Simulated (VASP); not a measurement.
Set up this calculation in VASP 6.6.1, as the native input.

| Quantity | Value |
| --- | --- |
| Task | single point |
| Functional | LDA |
| Potentials or basis | VASP PAW LDA potentials, release 64 (Li_sv) |
| Cutoff | 520 eV |
| k mesh | 14 × 14 × 8 |
| Occupations | fermi-dirac, width 0.05 eV |
| Spin | no spin polarisation |
| Dipole correction | no |
| Further INCAR settings | ALGO = Normal; EDIFF = 1e-06; NBANDS = 10 |

The structure of Li lies in POSCAR:

```
Li
1.0
    2.9946687308      0.0000000000      0.0000000000
   -1.4973343654      2.5934591968      0.0000000000
    0.0000000000      0.0000000000      4.8834874880
Li
2
Direct
    0.3333333333      0.6666666667      0.2500000000
    0.6666666667      0.3333333333      0.7500000000
```

The input as run:

INCAR

```
SYSTEM = Li
PREC = Accurate
ENCUT = 520
EDIFF = 1E-6
ISMEAR = -1
SIGMA = 0.05
LREAL = .FALSE.
LASPH = .TRUE.
NELM = 80
ALGO = Normal
ISIF = 2
LWAVE = .FALSE.
LCHARG = .FALSE.
NBANDS = 10
```

KPOINTS

```
Automatic mesh
0
G
  14 14 8
  0 0 0
```

Potentials or basis: VASP PAW LDA potentials, release 64 (Li_sv).

The run is started by

```sh
$ cat potpaw_LDA.64/Li_sv/POTCAR > POTCAR
$ mpirun -np 1 vasp_std > vasp.out
```

Results of the run:

| Quantity | Value |
| --- | --- |
| Band gap on the k mesh | zero (band 3 reaches 2.73 eV, above the bottom of band 4 at -1.66 eV) |

Run time: 19 s on 1 thread of Intel Xeon 6975P-C, with other jobs on the host, peak memory 0.15 GiB.
